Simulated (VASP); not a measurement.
# LaBi (Fm-3m) in VASP: further runs

LaBi is run at these levels: LDA; tasks: single point.

Everything below comes from runs of VASP 6.6.1. Logs are shortened: lines on timing, memory, paths and dates and some standing lists are left out, and cuts for length are marked.

## (1) The cell of the first run

The structure is cubic, space group Fm-3m (No. 225). The conventional cell has a = 6.651 Å, b = 6.651 Å, c = 6.651 Å, α = 90.00°, β = 90.00°, γ = 90.00°. Within 4.4 Å of La (site symmetry m-3m) lie 6 Bi at 3.33 Å. Bi (site symmetry m-3m) has 6 La at 3.33 Å within 4.4 Å.

## (2) Single point, LDA

File INCAR:

```
SYSTEM = LaBi
PREC = Accurate ; ENCUT = 520
EDIFF = 1E-6 ; ISMEAR = 0
SIGMA = 0.02 ; LREAL = .False.
LASPH = .True. ; NELM = 80
ALGO = Normal ; ISIF = 2
LWAVE = .False. ; LCHARG = .True.
LELF = .True. ; LVHAR = .True.
NBANDS = 20
```

File KPOINTS:

```
Automatic mesh
0
Gamma
  7 7 7
  0 0 0
```

File POSCAR:

```
LaBi
1.0
    0.0000000000      3.3256957430      3.3256957430
    3.3256957430      0.0000000000      3.3256957430
    3.3256957430      3.3256957430      0.0000000000
La Bi
1 1
Direct
    0.0000000000      0.0000000000      0.0000000000
    0.5000000000      0.5000000000      0.5000000000
```

Potentials or basis: VASP PAW LDA potentials, release 64 (La, Bi_d).

The run is started by

```console
> cat potpaw_LDA.64/La/POTCAR potpaw_LDA.64/Bi_d/POTCAR > POTCAR
> mpirun -np 1 vasp_std > vasp.out
```

OUTCAR:

```text
SYSTEM = LaBi
   PREC = Accurate
   ENCUT = 520
   EDIFF = 1E-6
   ISMEAR = 0
   LREAL = .False.
   LASPH = .True.
   NELM = 80
   ISIF = 2

 ion  position               nearest neighbor table
   1  0.000  0.000  0.000-   2 3.33   2 3.33   2 3.33   2 3.33   2 3.33   2 3.33
   2  0.500  0.500  0.500-   1 3.33   1 3.33   1 3.33   1 3.33   1 3.33   1 3.33

  LATTYP: Found a face centered cubic cell.
 ALAT       =     6.6513914860

  Lattice vectors:

 A1 = (   0.0000000000,   3.3256957430,   3.3256957430)
 A2 = (   3.3256957430,   0.0000000000,   3.3256957430)
 A3 = (   3.3256957430,   3.3256957430,   0.0000000000)

Analysis of symmetry for initial positions (statically):
=====================================================================
 Subroutine PRICEL returns:
 Original cell was already a primitive cell.

 Routine SETGRP: Setting up the symmetry group for a
 face centered cubic supercell.

 Subroutine GETGRP returns: Found 48 space group operations
 (whereof 48 operations were pure point group operations)
 out of a pool of 48 trial point group operations.

The static configuration has the point symmetry O_h .

Analysis of symmetry for dynamics (positions and initial velocities):
=====================================================================
 Subroutine PRICEL returns:
 Original cell was already a primitive cell.

 Routine SETGRP: Setting up the symmetry group for a
 face centered cubic supercell.

 Subroutine GETGRP returns: Found 48 space group operations
 (whereof 48 operations were pure point group operations)
 out of a pool of 48 trial point group operations.

The dynamic configuration has the point symmetry O_h .

 Subroutine INISYM returns: Found 48 space group operations
 (whereof 48 operations are pure point group operations),
 and found     1 'primitive' translations

----------------------------------------------------------------------------------------

                                     Primitive cell

  volume of cell :      73.5661

  direct lattice vectors                    reciprocal lattice vectors
     0.000000000  3.325695743  3.325695743    -0.150344481  0.150344481  0.150344481
     3.325695743  0.000000000  3.325695743     0.150344481 -0.150344481  0.150344481
     3.325695743  3.325695743  0.000000000     0.150344481  0.150344481 -0.150344481

  length of vectors
     4.703244024  4.703244024  4.703244024     0.260404279  0.260404279  0.260404279

  position of ions in fractional coordinates (direct lattice)
     0.000000000  0.000000000  0.000000000
     0.500000000  0.500000000  0.500000000

  ion indices of the primitive-cell ions
   primitive index   ion index
                 1           1
                 2           2

----------------------------------------------------------------------------------------

 KPOINTS: Automatic mesh

Automatic generation of k-mesh.
 Grid dimensions read from file:
 generate k-points for:    7    7    7

 Generating k-lattice:

  Cartesian coordinates                     Fractional coordinates (reciprocal lattice)
    -0.021477783  0.021477783  0.021477783     0.142857143  0.000000000  0.000000000
     0.021477783 -0.021477783  0.021477783     0.000000000  0.142857143  0.000000000
     0.021477783  0.021477783 -0.021477783     0.000000000  0.000000000  0.142857143

  Length of vectors
     0.037200611  0.037200611  0.037200611

  Shift w.r.t. Gamma in fractional coordinates (k-lattice)
     0.000000000  0.000000000  0.000000000

 Subroutine IBZKPT returns following result:
 ===========================================

 Found     20 irreducible k-points:

 Following reciprocal coordinates:
            Coordinates               Weight
  0.000000  0.000000  0.000000      1.000000
  0.142857  0.000000  0.000000      8.000000
  0.285714  0.000000  0.000000      8.000000
  0.428571  0.000000  0.000000      8.000000
  0.142857  0.142857  0.000000      6.000000
  0.285714  0.142857  0.000000     24.000000
[... 12 lines left out ...]
 -0.428571  0.428571  0.142857     24.000000
 -0.285714  0.428571  0.142857     24.000000
   k-points           NKPTS =     20   k-points in BZ     NKDIM =     20   number of bands    NBANDS=     20
   number of dos      NEDOS =    301   number of ions     NIONS =      2
   total plane-waves  NPLWV =  46656
   dimension x,y,z NGX =    36 NGY =   36 NGZ =   36
   dimension x,y,z NGXF=    72 NGYF=   72 NGZF=   72
   ions per type =               1   1
   NGX,Y,Z   is equivalent  to a cutoff of  12.72, 12.72, 12.72 a.u.
   NGXF,Y,Z  is equivalent  to a cutoff of  25.45, 25.45, 25.45 a.u.
 SYSTEM =  LaBi
   PREC   = accura    normal or accurate (medium, high low for compatibility)
   ISTART =      0    job   : 0-new  1-cont  2-samecut
   ICHARG =      2    charge: 1-file 2-atom 10-const
   ISPIN  =      1    spin polarized calculation?
   LNONCOLLINEAR =      F non collinear calculations
   LSORBIT =      F    spin-orbit coupling
   LASPH  =      T    aspherical Exc in radial PAW
   ENCUT  =  520.0 eV  38.22 Ry    6.18 a.u.   8.74  8.74  8.74*2*pi/ulx,y,z
   NELM   =     80;   NELMIN=  2; NELMDL= -5     # of ELM steps
   EDIFF  = 0.1E-05   stopping-criterion for ELM
   LREAL  =      F    real-space projection
   EDIFFG = 0.1E-04   stopping-criterion for IOM
   NSW    =      0    number of steps for IOM
   IBRION =     -1    ionic relax: 0-MD 1-quasi-New 2-CG
   NFREE  =      0    steps in history (QN), initial steepest desc. (CG)
   ISIF   =      2    stress and relaxation
   ISYM   =      2    0-nonsym 1-usesym 2-fastsym
   POTIM  = 0.5000    time-step for ionic-motion
   TEBEG  =    0.0;   TEEND  =   0.0 temperature during run
   PSTRESS=    0.0 pullay stress
   NELECT =      26.0000    total number of electrons
   NUPDOWN=      -1.0000    fix difference up-down
   EMIN   =  10.00;   EMAX   =-10.00  energy-range for DOS
   EFERMI =   0.00;   METHOD = LEGACY
   ISMEAR =     0;   SIGMA  =   0.02  broadening in eV -4-tet -1-fermi 0-gaus
   EFERMI_NEDOS =   21; number of points for ismear=-14 and -15
   IALGO  =     38    algorithm
   IMIX   =      4    mixing-type and parameters
     AMIX     =   0.40;   BMIX     =  1.00
     AMIX_MAG =   1.60;   BMIX_MAG =  1.00
  volume/ion in A,a.u.               =      36.78       248.22
  Fermi-wavevector in a.u.,A,eV,Ry     =   1.157462  2.187286 18.227976  1.339718
  Thomas-Fermi vector in A             =   2.294073
   LORBIT       =      0    0 simple, 1 ext, 2 COOP (PROOUT), +10 PAW based schemes
   GGA     = CA    functional components
   LHFCALC =     F    Hartree Fock is set to
   AEXX    =    0.0000 exact exchange contribution
   IVDW    =     0    specifies the selected vdW correction
   LEPSILON=     F    determine dielectric tensor
   LRPA    =     F    only Hartree local field effects (RPA)
 non-spin polarized calculation
 Gauss-broadening in eV      SIGMA  =   0.02
  energy-cutoff  :      520.00
  volume of cell :       73.57
 maximum number of plane-waves:      2004
   NGX = 17   NGY = 17   NGZ = 17

 number of electron      26.0000005 magnetization

 Free energy of the ion-electron system (eV)
  ---------------------------------------------------
  ext. energy  EPLUGINS =         0.00000000
  ---------------------------------------------------
  free energy    TOTEN  =       -12.24115618 eV

  energy without entropy =      -12.24080141  energy(sigma->0) =      -12.24097880

 E-fermi :   6.2252     XC(G=0):  -9.6442

 val. band max:        6.2140599061   @ k =   0.1429   0.1429   0.0000
 cond. band min:       6.5424236236   @ k =   0.0000   0.0000   0.0000
 fundamental gap:      0.3283637175
 Fermi energy:         6.2251650741

 k-point     1 :       0.0000    0.0000    0.0000
  band No.  band energies     occupation
      1     -26.3433      2.00000
      2     -15.2638      2.00000
      3     -15.2638      2.00000
      4     -15.2150      2.00000
      5     -15.2150      2.00000
      6     -15.2150      2.00000
[... 12 lines left out ...]
     19       8.2079      0.00000
     20       8.2084      0.00000

 k-point     2 :       0.1429    0.0000    0.0000
  band No.  band energies     occupation
      1     -26.3407      2.00000
      2     -15.2667      2.00000
      3     -15.2667      2.00000
      4     -15.2149      2.00000
      5     -15.2141      2.00000
      6     -15.2141      2.00000
[... 12 lines left out ...]
     19       8.1715      0.00000
     20       8.2101      0.00000

 k-point     3 :       0.2857    0.0000    0.0000
  band No.  band energies     occupation
      1     -26.3350      2.00000
      2     -15.2734      2.00000
      3     -15.2734      2.00000
      4     -15.2148      2.00000
      5     -15.2118      2.00000
      6     -15.2118      2.00000
[... 12 lines left out ...]
     19       8.1539      0.00000
     20       8.2140      0.00000

 k-point     4 :       0.4286    0.0000    0.0000
  band No.  band energies     occupation
      1     -26.3304      2.00000
      2     -15.2789      2.00000
      3     -15.2789      2.00000
      4     -15.2147      2.00000
      5     -15.2099      2.00000
      6     -15.2099      2.00000
[... 12 lines left out ...]
     19       8.1817      0.00000
     20       8.2174      0.00000

 k-point     5 :       0.1429    0.1429    0.0000
  band No.  band energies     occupation
      1     -26.3400      2.00000
      2     -15.2703      2.00000
      3     -15.2629      2.00000
      4     -15.2156      2.00000
      5     -15.2134      2.00000
      6     -15.2134      2.00000
[... 12 lines left out ...]
     19       8.1658      0.00000
     20       8.2704      0.00000

 k-point     6 :       0.2857    0.1429    0.0000
  band No.  band energies     occupation
      1     -26.3355      2.00000
      2     -15.2742      2.00000
      3     -15.2654      2.00000
      4     -15.2156      2.00000
      5     -15.2117      2.00000
      6     -15.2112      2.00000
[... 12 lines left out ...]
     19       8.1405      0.00000
     20       8.2573      0.00000

 k-point     7 :       0.4286    0.1429    0.0000
  band No.  band energies     occupation
      1     -26.3307      2.00000
      2     -15.2755      2.00000
      3     -15.2724      2.00000
      4     -15.2146      2.00000
      5     -15.2104      2.00000
      6     -15.2092      2.00000
[... 12 lines left out ...]
     19       8.1727      0.00000
     20       8.2235      0.00000
[... 185 lines left out ...]
 k-point    16 :      -0.4286    0.4286    0.0000
  band No.  band energies     occupation
      1     -26.3275      2.00000
      2     -15.2629      2.00000
      3     -15.2553      2.00000
      4     -15.2172      2.00000
      5     -15.2061      2.00000
      6     -15.2056      2.00000
[... 12 lines left out ...]
     19       8.1716      0.00000
     20       8.3446      0.00000

 k-point    17 :       0.4286    0.2857    0.1429
  band No.  band energies     occupation
      1     -26.3316      2.00000
      2     -15.2747      2.00000
      3     -15.2650      2.00000
      4     -15.2152      2.00000
      5     -15.2101      2.00000
      6     -15.2094      2.00000
[... 12 lines left out ...]
     19       8.1607      0.00000
     20       8.2418      0.00000

 k-point    18 :      -0.4286    0.2857    0.1429
  band No.  band energies     occupation
      1     -26.3285      2.00000
      2     -15.2748      2.00000
      3     -15.2648      2.00000
      4     -15.2134      2.00000
      5     -15.2106      2.00000
      6     -15.2075      2.00000
[... 12 lines left out ...]
     19       8.1735      0.00000
     20       8.2097      0.00000

 k-point    19 :      -0.4286    0.4286    0.1429
  band No.  band energies     occupation
      1     -26.3278      2.00000
      2     -15.2673      2.00000
      3     -15.2574      2.00000
      4     -15.2160      2.00000
      5     -15.2081      2.00000
      6     -15.2057      2.00000
[... 12 lines left out ...]
     19       8.1707      0.00000
     20       8.2682      0.00000

 k-point    20 :      -0.2857    0.4286    0.1429
  band No.  band energies     occupation
      1     -26.3273      2.00000
      2     -15.2720      2.00000
      3     -15.2572      2.00000
      4     -15.2133      2.00000
      5     -15.2106      2.00000
      6     -15.2057      2.00000
[... 12 lines left out ...]
     19       8.1721      0.00000
     20       8.2131      0.00000

------------------------ aborting loop because EDIFF is reached ----------------------------------------

  FORCE on cell =-STRESS in cart. coord.  units (eV):
  Direction    XX          YY          ZZ          XY          YZ          ZX
  --------------------------------------------------------------------------------------
  -------------------------------------------------------------------------------------
  Total       -1.5264491     -1.5264491     -1.5264491      0.0000000      0.0000000      0.0000000
  in kB      -33.2441595    -33.2441595    -33.2441595      0.0000000      0.0000000      0.0000000
  external PRESSURE =     -33.2441595 kB  Pullay stress =       0.0000000 kB

 VOLUME and BASIS-vectors are now :
 -----------------------------------------------------------------------------
  energy-cutoff  :      520.00
  volume of cell :       73.57
      direct lattice vectors                 reciprocal lattice vectors
     0.000000000  3.325695743  3.325695743    -0.150344481  0.150344481  0.150344481
     3.325695743  0.000000000  3.325695743     0.150344481 -0.150344481  0.150344481
     3.325695743  3.325695743  0.000000000     0.150344481  0.150344481 -0.150344481

 POSITION                                       TOTAL-FORCE (eV/Angst)
 -----------------------------------------------------------------------------------
      0.00000      0.00000      0.00000        -0.000000      0.000000     -0.000000
      3.32570      3.32570      3.32570         0.000000     -0.000000      0.000000
 -----------------------------------------------------------------------------------
    total drift:                                0.000000      0.000000      0.000000

  FREE ENERGIE OF THE ION-ELECTRON SYSTEM (eV)
  ---------------------------------------------------
  free  energy   TOTEN  =       -12.2411561801 eV

  energy  without entropy=      -12.2408014102  energy(sigma->0) =      -12.24097880
```

Wall time 13 s (1 thread of Intel Xeon 6975P-C (Granite Rapids), shared host); peak memory 0.19 GiB.

Results:

```yaml
Free_energy: -12.2412 eV
Pressure: -3.3 GPa
Band_gap_on_the_k_mesh: zero (band 13 reaches 6.54 eV, above the bottom of band 14 at 6.20 eV)
```

Levels at points of the mesh, in eV from the Fermi level:
```tsv
k point	band 9	band 10	band 11	band 12	band 13	band 14	band 15	band 16	band 17	band 18
(0.00, 0.00, 0.00)	-16.23	-10.27	0.32	0.32	0.32	1.33	1.33	1.33	1.67	1.98
```

Caveat: spin-orbit coupling is left out, which moves the levels of the heavy elements.

[end of part 1 of 2]
